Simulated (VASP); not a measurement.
CsLiCr2Te2S3:

```xyz
9
Lattice="3.4216 -5.1807 0.0078 3.4216 5.1807 0.0078 -2.9041 0.0000 7.4309" Properties=species:S:1:pos:R:3 pbc="T T T"
Cs    0.6167    0.0000    0.0649
Li    2.4219    0.0000    4.1212
Cr    0.1728    2.1297    4.1498
Cr    0.1728   -2.1297    4.1498
Te    4.0786    1.5993    2.1688
Te    4.0786   -1.5993    2.1688
S     2.0049   -2.1476    5.4598
S     2.0049    2.1476    5.4598
S     0.0600    0.0000    3.5978
```

Base run:

| Quantity | Value |
| --- | --- |
| Program | VASP 6.6.1 |
| Functional | revPBE |
| Potentials or basis | VASP PAW PBE potentials, release 64 (Cs_sv, Li_sv, Cr_pv, Te, S) |
| Cutoff | 520 eV |
| k mesh | 4 × 4 × 3 |
| Occupations | fermi-dirac, width 0.05 eV |
| Spin | collinear spin, ferromagnetic start |
| Starting moments | [0.0, 0.0, 3.0, 3.0, 0.0, 0.0, 0.0, 0.0, 0.0] μB |

Its results: net moment 4.02 μB per cell; site moments Cs -0.00; Li +0.00; Cr +2.32; Te -0.21; S -0.09 μB; largest force 0.123 eV/Å.

Q: The run is repeated on the same cell with these changes: functional from revPBE to PBE; hubbard terms from none to Cr d U = 6.0 eV. What comes out?

A: Net moment 5.91 μB per cell; site moments Cs -0.00; Li +0.00; Cr +3.44; Te -0.12; S -0.23, -0.25 (each value once) μB; largest force 2.318 eV/Å.

Several settings changed at once.

Caveats: the run started ferromagnetic, and an antiferromagnetic order may lie lower in energy; the PAW data sets were made with another functional, which shifts forces and pressure a little (at least some runs); forces of over 1 eV/Å act on the atoms, so gaps and moduli don't describe the material at rest (at least some runs).
